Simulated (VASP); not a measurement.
# Cu (Fm-3m) in VASP: notebook, part 2 of 2

VASP 6.6.1.

**4. Relaxation of cell and atoms, PBEsol**

Contents of INCAR:

```
PREC     = Accurate       # precision mode
ENCUT    = 600            # plane-wave cutoff, eV
EDIFF    = 1E-6           # SCF threshold, eV
ISMEAR   = 0              # smearing method
SIGMA    = 0.1            # smearing width, eV
LREAL    = F              # projectors in reciprocal space
LASPH    = T              # aspherical terms in the spheres
NELM     = 80             # most SCF steps
ALGO     = Normal         # electronic algorithm
ISIF     = 3              # what is computed and relaxed
LWAVE    = F              # write WAVECAR
LCHARG   = F              # write CHGCAR
GGA      = PS             # functional
IBRION   = 2              # ionic algorithm
NSW      = 100            # ionic steps
EDIFFG   = -0.005         # ionic threshold
```

Contents of KPOINTS:

```
regular mesh
0
Gamma
  20 20 20
```

Contents of POSCAR:

```
Cu
1.0
    0.0000000000      1.7887153358      1.7887153358
    1.7887153358      0.0000000000      1.7887153358
    1.7887153358      1.7887153358      0.0000000000
Cu
1
Direct
    0.0000000000      0.0000000000      0.0000000000
```

Potentials or basis: VASP PAW PBE potentials, release 64 (Cu).

Run with:

```bash
> cat potpaw_PBE.64/Cu/POTCAR > POTCAR
> mpirun -np 1 vasp_std > vasp.out
```

OUTCAR:

```text
PREC = Accurate
   ENCUT = 600
   EDIFF = 1E-6
   ISMEAR = 0
   LREAL = F
   LASPH = T
   NELM = 80
   ISIF = 3
   GGA = PS
   IBRION = 2
   NSW = 100
   EDIFFG = -0.005

 ion  position               nearest neighbor table
   1  0.000  0.000  0.000-

  LATTYP: Found a face centered cubic cell.
 ALAT       =     3.5774306716

  Lattice vectors:

 A1 = (   0.0000000000,   1.7887153358,   1.7887153358)
 A2 = (   1.7887153358,   0.0000000000,   1.7887153358)
 A3 = (   1.7887153358,   1.7887153358,   0.0000000000)

Analysis of symmetry for initial positions (statically):
=====================================================================
 Subroutine PRICEL returns:
 Original cell was already a primitive cell.

 Routine SETGRP: Setting up the symmetry group for a
 face centered cubic supercell.

 Subroutine GETGRP returns: Found 48 space group operations
 (whereof 48 operations were pure point group operations)
 out of a pool of 48 trial point group operations.

The static configuration has the point symmetry O_h .

Analysis of symmetry for dynamics (positions and initial velocities):
=====================================================================
 Subroutine PRICEL returns:
 Original cell was already a primitive cell.

 Routine SETGRP: Setting up the symmetry group for a
 face centered cubic supercell.

 Subroutine GETGRP returns: Found 48 space group operations
 (whereof 48 operations were pure point group operations)
 out of a pool of 48 trial point group operations.

The dynamic configuration has the point symmetry O_h .

 Subroutine INISYM returns: Found 48 space group operations
 (whereof 48 operations are pure point group operations),
 and found     1 'primitive' translations

----------------------------------------------------------------------------------------

                                     Primitive cell
[... 118 lines left out ...]
   LEPSILON=     F    determine dielectric tensor
   LRPA    =     F    only Hartree local field effects (RPA)
 conjugate gradient relaxation of ions
 non-spin polarized calculation
 Gauss-broadening in eV      SIGMA  =   0.10
  energy-cutoff  :      600.00
  volume of cell :       11.45
 maximum number of plane-waves:       392
   NGX = 11   NGY = 11   NGZ = 11

--------------------------------------- Ionic step        1  -------------------------------------------

 number of electron      11.0000012 magnetization

 Free energy of the ion-electron system (eV)
  ---------------------------------------------------
  ext. energy  EPLUGINS =         0.00000000
  ---------------------------------------------------
  free energy    TOTEN  =        -4.30991896 eV

  energy without entropy =       -4.30862187  energy(sigma->0) =       -4.30927042

------------------------ aborting loop because EDIFF is reached ----------------------------------------

  FORCE on cell =-STRESS in cart. coord.  units (eV):
  Direction    XX          YY          ZZ          XY          YZ          ZX
  --------------------------------------------------------------------------------------
  -------------------------------------------------------------------------------------
  Total       -0.0769917     -0.0769917     -0.0769917     -0.0000000     -0.0000000      0.0000000
  in kB      -10.7770753    -10.7770753    -10.7770753     -0.0000000     -0.0000000      0.0000000
  external PRESSURE =     -10.7770753 kB  Pullay stress =       0.0000000 kB
[... 92 lines left out ...]
--------------------------------------- Ionic step        4  -------------------------------------------

 number of electron      11.0000013 magnetization

 Free energy of the ion-electron system (eV)
  ---------------------------------------------------
  ext. energy  EPLUGINS =         0.00000000
  ---------------------------------------------------
  free energy    TOTEN  =        -4.31020576 eV

  energy without entropy =       -4.30891313  energy(sigma->0) =       -4.30955944

 E-fermi :   7.8414     XC(G=0): -13.1300

 val. band max:        7.7877722814   @ k =   0.4500   0.3000   0.0000
 cond. band min:       7.8444546856   @ k =   0.5000   0.2500   0.1000
 fundamental gap:      0.0566824041
 Fermi energy:         7.8414115330

 k-point     1 :       0.0000    0.0000    0.0000
  band No.  band energies     occupation
      1      -1.8048      2.00000
      2       4.7331      2.00000
      3       4.7331      2.00000
      4       4.7331      2.00000
      5       5.6155      2.00000
      6       5.6155      2.00000
      7      30.7618      0.00000
      8      33.6721      0.00000
      9      33.6721      0.00000
[... 265 lines left out ...]
 k-point    24 :      -0.3500    0.0500    0.0000
  band No.  band energies     occupation
      1       2.0962      2.00000
      2       4.7626      2.00000
      3       4.8055      2.00000
      4       4.9116      2.00000
      5       5.9470      2.00000
      6       6.2403      2.00000
      7      15.3577      0.00000
      8      28.0690      0.00000
      9      30.4530      0.00000

 [... further k-points ...]
[... 5 lines left out ...]
  --------------------------------------------------------------------------------------
  -------------------------------------------------------------------------------------
  Total       -0.0047352     -0.0047352     -0.0047352     -0.0000000     -0.0000000      0.0000000
  in kB       -0.6671389     -0.6671389     -0.6671389     -0.0000000     -0.0000000      0.0000000
  external PRESSURE =      -0.6671389 kB  Pullay stress =       0.0000000 kB
[... 16 lines left out ...]
  FREE ENERGIE OF THE ION-ELECTRON SYSTEM (eV)
  ---------------------------------------------------
  free  energy   TOTEN  =        -4.3102057571 eV

  energy  without entropy=       -4.3089131320  energy(sigma->0) =       -4.30955944

 reached required accuracy - stopping structural energy minimisation
```

Run time: 23 s. Hardware: 1 thread of Intel Xeon 6975P-C (Granite Rapids), shared host; peak memory 0.15 GiB.

Results:

```yaml
Free_energy: -4.3102 eV
Relaxed_volume: 11.37 Å³/atom
Relaxed_cell: a = 2.524 Å, b = 2.524 Å, c = 2.524 Å, α = 60.00°, β = 60.00°, γ = 60.00°
Space_group_after_relaxing_to_0.05_Å: Fm-3m (No. 225)
Energy_gained_by_relaxing: 0.3 meV/atom
Ionic_steps: 4
Pressure_after_relaxing: -0.1 GPa
```

The path:
```tsv
step	energy change (eV)	largest force (eV/Å)	pressure (GPa)	volume (Å³)
1	0.0000	0.0000	-1.08	11.45
2	-0.0002	0.0000	0.71	11.32
3	-0.0003	0.0000	0.12	11.36
4	-0.0003	0.0000	-0.07	11.37
```

Final structure:
```
CELL_PARAMETERS angstrom
0.00000 1.78485 1.78485
1.78485 0.00000 1.78485
1.78485 1.78485 0.00000
ATOMIC_POSITIONS crystal
Cu 0.00000 0.00000 0.00000
```

Caveat: the PAW data sets were made with another functional, which shifts forces and pressure a little.

**5. Overview**

| task | cell | k mesh | cutoff (eV) | gap on the mesh (eV) | pressure (GPa) |
| --- | --- | --- | --- | --- | --- |
| single point | a = 2.530 Å, angles 60.0°, 1 atom | 8 × 8 × 8 | 520 | none | -0.3 |
| single point | a = 2.520 Å, angles 60.0°, 1 atom | 20 × 20 × 20 | 520 | none | 0.7 |
| relaxation of cell and atoms | relaxed from a = 2.530 Å, angles 60.0°, 1 atom | 20 × 20 × 20 | 600 | none | -0.1 |

Alike in all rows: level PBEsol; potentials or basis VASP PAW PBE potentials, release 64 (Cu); no spin polarisation; smearing gaussian 0.1 eV.

Caveats: some runs use coarse meshes; the PAW data sets were made with another functional, which shifts forces and pressure a little.

Total energies depend on the potentials used, so only differences within one code and one set of settings carry meaning.
